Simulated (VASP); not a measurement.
Input of a VASP 6.6.1 run:

File INCAR:

```
PREC = Accurate
ENCUT = 520
EDIFF = 1E-7
ISMEAR = 0
SIGMA = 0.02
LREAL = F
LASPH = T
NELM = 60
ALGO = Normal
ISIF = 2
LWAVE = F
LCHARG = F
GGA = PS
NBANDS = 16
```

Contents of KPOINTS:

```
regular mesh
0
Gamma
  9 9 6
```

Contents of POSCAR:

```
MgO
1.0
    3.4334167362      0.0000000000      0.0000000000
   -1.7167083682      2.9734261154      0.0000000000
    0.0000000000      0.0000000000      4.8731586156
Mg O
2 2
Direct
    0.3333333300      0.6666666700      0.0222284486
    0.6666666700      0.3333333300      0.5222284486
    0.3333333300      0.6666666700      0.3823715514
    0.6666666700      0.3333333300      0.8823715514
```

Potentials or basis: VASP PAW PBE potentials, release 64 (Mg, O).

The run is started by

```console
$ cat potpaw_PBE.64/Mg/POTCAR potpaw_PBE.64/O/POTCAR > POTCAR
$ mpirun -np 1 vasp_std > vasp.out
```

(1) What does it give for the pressure?

(2) Estimate the band gap on the k mesh.

## Answers

(1) 2.3 GPa.

(2) 3.23 eV, direct.

Caveat: the cell differs from its parent crystal (strained); the PAW data sets were made with another functional, which shifts forces and pressure a little.
